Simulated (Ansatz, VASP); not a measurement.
**Two plane-wave programs on SnSe**

The input POSCAR:

```
SnSe
1.0
    0.0000000000      3.0100000000      3.0100000000
    3.0100000000      0.0000000000      3.0100000000
    3.0100000000      3.0100000000      0.0000000000
Sn Se
1 1
Direct
    0.0000000000      0.0000000000      0.0000000000
    0.5000000000      0.5000000000      0.5000000000
```

INCAR.step1

```
SYSTEM = SnSe
PREC     = Accurate       ! precision mode
ENCUT    = 600            ! plane-wave cutoff, eV
EDIFF    = 1E-5           ! SCF threshold, eV
ISMEAR   = -1             ! smearing method
SIGMA    = 0.05           ! smearing width, eV
LREAL    = .False.        ! projectors in reciprocal space
LASPH    = .True.         ! aspherical terms in the spheres
NELM     = 80             ! most SCF steps
ALGO     = Normal         ! electronic algorithm
LWAVE    = .True.         ! write WAVECAR
LCHARG   = .False.        ! write CHGCAR
GGA      = PE             ! functional
NBANDS   = 17             ! bands
```

The input INCAR.step2:

```
SYSTEM = SnSe
PREC     = Accurate       ! precision mode
ENCUT    = 600            ! plane-wave cutoff, eV
EDIFF    = 1E-6           ! SCF threshold, eV
ISMEAR   = -1             ! smearing method
SIGMA    = 0.05           ! smearing width, eV
LREAL    = .False.        ! projectors in reciprocal space
LASPH    = .True.         ! aspherical terms in the spheres
NELM     = 80             ! most SCF steps
ALGO     = Normal         ! electronic algorithm
ISIF     = 3              ! what is computed and relaxed
LWAVE    = .False.        ! write WAVECAR
LCHARG   = .False.        ! write CHGCAR
GGA      = PE             ! functional
LHFCALC  = .True.         ! exact exchange
HFSCREEN = 0.2079         ! screening, 1/A
PRECFOCK = Normal       
IBRION   = 2              ! ionic algorithm
NSW      = 60             ! ionic steps
EDIFFG   = -0.01          ! ionic threshold
ISTART   = 1
```

Contents of KPOINTS:

```
regular mesh
0
Gamma
  4 4 4
  0 0 0
```

Contents of input.yaml:

```yaml
crystal:
  lattice:
    - [0.0, 3.01, 3.01]
    - [3.01, 0.0, 3.01]
    - [3.01, 3.01, 0.0]
  atoms:
    - { symbol: Sn, position: [0.0, 0.0, 0.0] }
    - { symbol: Se, position: [0.5, 0.5, 0.5] }
hamiltonian:
  xc: hse06
  pseudopotentials: { kind: paw }
kpoints:
  mp_grid: { grid: [4, 4, 4] }
scf:
  occupations: { method: fermi_dirac, width: 0.05 }
output:
  forces: true
  stress: true
relax:
  f_tol: 0.01
  max_steps: 40
  cell: { stress_tol: 0.05 }
```

Alike in both runs: task relaxation of cell and atoms; functional HSE06; k mesh 4 × 4 × 4; occupations fermi-dirac, width 0.05 eV; no spin polarisation.

```csv
,VASP,Ansatz
version,VASP 6.6.1,Ansatz 0.2.0
potentials or method,"VASP PAW PBE potentials, release 64 (Sn_d, Se)",Ansatz PAW
plane-wave cutoff (eV),600,420
valence electrons in the cell,20,30
```

VASP gave:

```
gap on the k mesh at the Fermi level, each at its own relaxed structure (eV)  : 0.67
relaxed volume (Å³/atom)                                                      : 26.30
relaxed length of the cell vector where the two differ most in proportion (Å) : 4.206
```

Task: What did Ansatz give for the same quantities?

Result: gap on the k mesh at the Fermi level, each at its own relaxed structure (eV): 0.68; relaxed volume (Å³/atom): 26.33; relaxed length of the cell vector where the two differ most in proportion (Å): 4.207.

VASP's potentials hold 20 valence electrons a cell and Ansatz's 30, so a difference there can come from the potentials and not from the codes.

The k mesh is coarse, so the values compare programs but aren't converged. Noted on Ansatz's run: the plane-wave basis is chosen anew once the cell has moved, so the energies of steps on either side of that aren't comparable.
